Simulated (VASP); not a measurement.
# CaSe (Fm-3m) in VASP: further runs

The runs below take CaSe through single point, with PBE, r2SCAN.

Program: VASP 6.6.1. These are calculated values, not measurements. Logs are shortened: lines on timing, memory, paths and dates and some standing lists are left out, and cuts for length are marked.

## 1. The cell of the first run

The structure is cubic, space group Fm-3m (No. 225). Conventional cell: a = 5.935 Å, b = 5.935 Å, c = 5.935 Å, α = 90.00°, β = 90.00°, γ = 90.00°. Ca (site symmetry m-3m) has 6 Se at 2.97 Å within 3.9 Å. Within 3.9 Å of Se (site symmetry m-3m) lie 6 Ca at 2.97 Å.

## 2. Single point, PBE

INCAR

```
SYSTEM = CaSe
  PREC = Accurate
  ENCUT = 520
  EDIFF = 1E-7
  ISMEAR = 0
  SIGMA = 0.01
  LREAL = .FALSE.
  LASPH = .TRUE.
  NELM = 60
  ALGO = Normal
  ISIF = 2
  LWAVE = .FALSE.
  LCHARG = .FALSE.
  GGA = PE
  NBANDS = 15
```

KPOINTS

```
Automatic mesh
0
G
  6 6 6
  0 0 0
```

POSCAR

```
CaSe
1.0
    0.0000000000      2.9675351122      2.9675351122
    2.9675351122      0.0000000000      2.9675351122
    2.9675351122      2.9675351122      0.0000000000
Ca Se
1 1
Direct
    0.0000000000      0.0000000000      0.0000000000
    0.5000000000      0.5000000000      0.5000000000
```

Potentials or basis: VASP PAW PBE potentials, release 64 (Ca_sv, Se).

Run with:

```console
> cat potpaw_PBE.64/Ca_sv/POTCAR potpaw_PBE.64/Se/POTCAR > POTCAR
> mpirun -np 1 vasp_std > vasp.out
```

OUTCAR:

```text
SYSTEM = CaSe
   PREC = Accurate
   ENCUT = 520
   EDIFF = 1E-7
   ISMEAR = 0
   LREAL = .FALSE.
   LASPH = .TRUE.
   NELM = 60
   ISIF = 2
   GGA = PE

 ion  position               nearest neighbor table
   1  0.000  0.000  0.000-   2 2.97   2 2.97   2 2.97   2 2.97   2 2.97   2 2.97
   2  0.500  0.500  0.500-   1 2.97   1 2.97   1 2.97   1 2.97   1 2.97   1 2.97

  LATTYP: Found a face centered cubic cell.
 ALAT       =     5.9350702244

  Lattice vectors:

 A1 = (   0.0000000000,   2.9675351122,   2.9675351122)
 A2 = (   2.9675351122,   0.0000000000,   2.9675351122)
 A3 = (   2.9675351122,   2.9675351122,   0.0000000000)

Analysis of symmetry for initial positions (statically):
=====================================================================
 Subroutine PRICEL returns:
 Original cell was already a primitive cell.

 Routine SETGRP: Setting up the symmetry group for a
 face centered cubic supercell.

 Subroutine GETGRP returns: Found 48 space group operations
 (whereof 48 operations were pure point group operations)
 out of a pool of 48 trial point group operations.

The static configuration has the point symmetry O_h .

Analysis of symmetry for dynamics (positions and initial velocities):
=====================================================================
 Subroutine PRICEL returns:
 Original cell was already a primitive cell.

 Routine SETGRP: Setting up the symmetry group for a
 face centered cubic supercell.

 Subroutine GETGRP returns: Found 48 space group operations
 (whereof 48 operations were pure point group operations)
 out of a pool of 48 trial point group operations.

The dynamic configuration has the point symmetry O_h .

 Subroutine INISYM returns: Found 48 space group operations
 (whereof 48 operations are pure point group operations),
 and found     1 'primitive' translations

----------------------------------------------------------------------------------------

                                     Primitive cell

  volume of cell :      52.2658

  direct lattice vectors                    reciprocal lattice vectors
     0.000000000  2.967535112  2.967535112    -0.168490003  0.168490003  0.168490003
     2.967535112  0.000000000  2.967535112     0.168490003 -0.168490003  0.168490003
     2.967535112  2.967535112  0.000000000     0.168490003  0.168490003 -0.168490003

  length of vectors
     4.196728402  4.196728402  4.196728402     0.291833246  0.291833246  0.291833246

  position of ions in fractional coordinates (direct lattice)
     0.000000000  0.000000000  0.000000000
     0.500000000  0.500000000  0.500000000

  ion indices of the primitive-cell ions
   primitive index   ion index
                 1           1
                 2           2

----------------------------------------------------------------------------------------

 KPOINTS: Automatic mesh

Automatic generation of k-mesh.
 Grid dimensions read from file:
 generate k-points for:    6    6    6

 Generating k-lattice:

  Cartesian coordinates                     Fractional coordinates (reciprocal lattice)
    -0.028081667  0.028081667  0.028081667     0.166666667  0.000000000  0.000000000
     0.028081667 -0.028081667  0.028081667     0.000000000  0.166666667  0.000000000
     0.028081667  0.028081667 -0.028081667     0.000000000  0.000000000  0.166666667

  Length of vectors
     0.048638874  0.048638874  0.048638874

  Shift w.r.t. Gamma in fractional coordinates (k-lattice)
     0.000000000  0.000000000  0.000000000

 Subroutine IBZKPT returns following result:
 ===========================================

 Found     16 irreducible k-points:

 Following reciprocal coordinates:
            Coordinates               Weight
  0.000000  0.000000  0.000000      1.000000
  0.166667  0.000000  0.000000      8.000000
  0.333333  0.000000  0.000000      8.000000
  0.500000  0.000000  0.000000      4.000000
  0.166667  0.166667  0.000000      6.000000
  0.333333  0.166667  0.000000     24.000000
[... 8 lines left out ...]
 -0.333333  0.333333  0.166667     24.000000
 -0.333333  0.500000  0.166667     12.000000
   k-points           NKPTS =     16   k-points in BZ     NKDIM =     16   number of bands    NBANDS=     15
   number of dos      NEDOS =    301   number of ions     NIONS =      2
   total plane-waves  NPLWV =  32768
   dimension x,y,z NGX =    32 NGY =   32 NGZ =   32
   dimension x,y,z NGXF=    64 NGYF=   64 NGZF=   64
   ions per type =               1   1
   NGX,Y,Z   is equivalent  to a cutoff of  12.68, 12.68, 12.68 a.u.
   NGXF,Y,Z  is equivalent  to a cutoff of  25.35, 25.35, 25.35 a.u.
 SYSTEM =  CaSe
   PREC   = accura    normal or accurate (medium, high low for compatibility)
   ISTART =      0    job   : 0-new  1-cont  2-samecut
   ICHARG =      2    charge: 1-file 2-atom 10-const
   ISPIN  =      1    spin polarized calculation?
   LNONCOLLINEAR =      F non collinear calculations
   LSORBIT =      F    spin-orbit coupling
   LASPH  =      T    aspherical Exc in radial PAW
   ENCUT  =  520.0 eV  38.22 Ry    6.18 a.u.   7.80  7.80  7.80*2*pi/ulx,y,z
   NELM   =     60;   NELMIN=  2; NELMDL= -5     # of ELM steps
   EDIFF  = 0.1E-06   stopping-criterion for ELM
   LREAL  =      F    real-space projection
   EDIFFG = 0.1E-05   stopping-criterion for IOM
   NSW    =      0    number of steps for IOM
   IBRION =     -1    ionic relax: 0-MD 1-quasi-New 2-CG
   NFREE  =      0    steps in history (QN), initial steepest desc. (CG)
   ISIF   =      2    stress and relaxation
   ISYM   =      2    0-nonsym 1-usesym 2-fastsym
   POTIM  = 0.5000    time-step for ionic-motion
   TEBEG  =    0.0;   TEEND  =   0.0 temperature during run
   PSTRESS=    0.0 pullay stress
   NELECT =      16.0000    total number of electrons
   NUPDOWN=      -1.0000    fix difference up-down
   EMIN   =  10.00;   EMAX   =-10.00  energy-range for DOS
   EFERMI =   0.00;   METHOD = LEGACY
   ISMEAR =     0;   SIGMA  =   0.01  broadening in eV -4-tet -1-fermi 0-gaus
   EFERMI_NEDOS =   21; number of points for ismear=-14 and -15
   IALGO  =     38    algorithm
   IMIX   =      4    mixing-type and parameters
     AMIX     =   0.40;   BMIX     =  1.00
     AMIX_MAG =   1.60;   BMIX_MAG =  1.00
  volume/ion in A,a.u.               =      26.13       176.35
  Fermi-wavevector in a.u.,A,eV,Ry     =   1.103339  2.085008 16.563146  1.217357
  Thomas-Fermi vector in A             =   2.239796
   LORBIT       =      0    0 simple, 1 ext, 2 COOP (PROOUT), +10 PAW based schemes
   GGA     = PE    functional components
   LHFCALC =     F    Hartree Fock is set to
   AEXX    =    0.0000 exact exchange contribution
   IVDW    =     0    specifies the selected vdW correction
   LEPSILON=     F    determine dielectric tensor
   LRPA    =     F    only Hartree local field effects (RPA)
 non-spin polarized calculation
 Gauss-broadening in eV      SIGMA  =   0.01
  energy-cutoff  :      520.00
  volume of cell :       52.27
 maximum number of plane-waves:      1420
   NGX = 15   NGY = 15   NGZ = 15

 number of electron      15.9999997 magnetization

 Free energy of the ion-electron system (eV)
  ---------------------------------------------------
  ext. energy  EPLUGINS =         0.00000000
  ---------------------------------------------------
  free energy    TOTEN  =        -9.48318908 eV

  energy without entropy =       -9.48318908  energy(sigma->0) =       -9.48318908

 E-fermi :   2.4705     XC(G=0):  -9.1127

 val. band max:        2.3785025419   @ k =   0.0000   0.0000   0.0000
 cond. band min:       4.4251367669   @ k =   0.5000   0.5000   0.0000
 fundamental gap:      2.0466342250
 Fermi energy:         2.4704857410

 k-point     1 :       0.0000    0.0000    0.0000
  band No.  band energies     occupation
      1     -37.4027      2.00000
      2     -18.3948      2.00000
      3     -18.3948      2.00000
      4     -18.3948      2.00000
      5      -9.3855      2.00000
      6       2.3785      2.00000
      7       2.3785      2.00000
      8       2.3785      2.00000
      9       5.6661      0.00000
     10       6.0869      0.00000
     11       6.0869      0.00000
     12       6.0869      0.00000
     13       6.6459      0.00000
     14       6.6459      0.00000
     15      12.0782      0.00000

 k-point     2 :       0.1667    0.0000    0.0000
  band No.  band energies     occupation
      1     -37.4011      2.00000
      2     -18.4226      2.00000
      3     -18.3967      2.00000
      4     -18.3967      2.00000
      5      -9.2295      2.00000
      6       1.2058      2.00000
      7       1.9972      2.00000
      8       1.9972      2.00000
      9       5.9981      0.00000
     10       6.4385      0.00000
     11       6.4385      0.00000
     12       7.1389      0.00000
     13       7.3293      0.00000
     14       7.3293      0.00000
     15      12.1470      0.00000

 k-point     3 :       0.3333    0.0000    0.0000
  band No.  band energies     occupation
      1     -37.3979      2.00000
      2     -18.4771      2.00000
      3     -18.4004      2.00000
      4     -18.4004      2.00000
      5      -8.8920      2.00000
      6      -0.2732      2.00000
      7       1.4300      2.00000
      8       1.4300      2.00000
      9       6.3114      0.00000
     10       7.2487      0.00000
     11       7.2487      0.00000
     12       8.4268      0.00000
     13       8.7602      0.00000
     14       8.7602      0.00000
     15      11.7709      0.00000
[... 199 lines left out ...]
 k-point    15 :      -0.3333    0.3333    0.1667
  band No.  band energies     occupation
      1     -37.3947      2.00000
      2     -18.4705      2.00000
      3     -18.4381      2.00000
      4     -18.4180      2.00000
      5      -8.7253      2.00000
      6      -0.1165      2.00000
      7       0.5884      2.00000
      8       1.0612      2.00000
      9       6.8055      0.00000
     10       6.8846      0.00000
     11       8.0800      0.00000
     12       8.2408      0.00000
     13       8.3226      0.00000
     14      10.1448      0.00000
     15      10.9353      0.00000

 k-point    16 :      -0.3333    0.5000    0.1667
  band No.  band energies     occupation
      1     -37.3942      2.00000
      2     -18.4618      2.00000
      3     -18.4382      2.00000
      4     -18.4311      2.00000
      5      -8.7534      2.00000
      6       0.1215      2.00000
      7       0.8199      2.00000
      8       0.8870      2.00000
      9       5.7007      0.00000
     10       7.5290      0.00000
     11       7.7061      0.00000
     12       8.1477      0.00000
     13       8.3905      0.00000
     14       9.3342      0.00000
     15      11.8253      0.00000

------------------------ aborting loop because EDIFF is reached ----------------------------------------

  FORCE on cell =-STRESS in cart. coord.  units (eV):
  Direction    XX          YY          ZZ          XY          YZ          ZX
  --------------------------------------------------------------------------------------
  -------------------------------------------------------------------------------------
  Total        0.2435378      0.2435378      0.2435378      0.0000000      0.0000000      0.0000000
  in kB        7.4655074      7.4655074      7.4655074      0.0000000      0.0000000      0.0000000
  external PRESSURE =       7.4655074 kB  Pullay stress =       0.0000000 kB

 VOLUME and BASIS-vectors are now :
 -----------------------------------------------------------------------------
  energy-cutoff  :      520.00
  volume of cell :       52.27
      direct lattice vectors                 reciprocal lattice vectors
     0.000000000  2.967535112  2.967535112    -0.168490003  0.168490003  0.168490003
     2.967535112  0.000000000  2.967535112     0.168490003 -0.168490003  0.168490003
     2.967535112  2.967535112  0.000000000     0.168490003  0.168490003 -0.168490003

 POSITION                                       TOTAL-FORCE (eV/Angst)
 -----------------------------------------------------------------------------------
      0.00000      0.00000      0.00000        -0.000000      0.000000     -0.000000
      2.96754      2.96754      2.96754         0.000000     -0.000000      0.000000
 -----------------------------------------------------------------------------------
    total drift:                                0.000000     -0.000000     -0.000000

  FREE ENERGIE OF THE ION-ELECTRON SYSTEM (eV)
  ---------------------------------------------------
  free  energy   TOTEN  =        -9.4831890804 eV

  energy  without entropy=       -9.4831890804  energy(sigma->0) =       -9.48318908
```

Wall time 20 s (1 thread of Intel Xeon 8259CL, shared host); peak memory 0.17 GiB.

Results:

| Quantity | Value |
| --- | --- |
| Free energy | -9.4832 eV |
| Pressure | 0.7 GPa |
| Band gap on the k mesh | 2.05 eV, indirect (least direct gap 2.97 eV) |

A k mesh can miss the band edges. A hybrid or GW would open this gap; PBE tends to underestimate it.

(Part 1 of 2 ends here.)
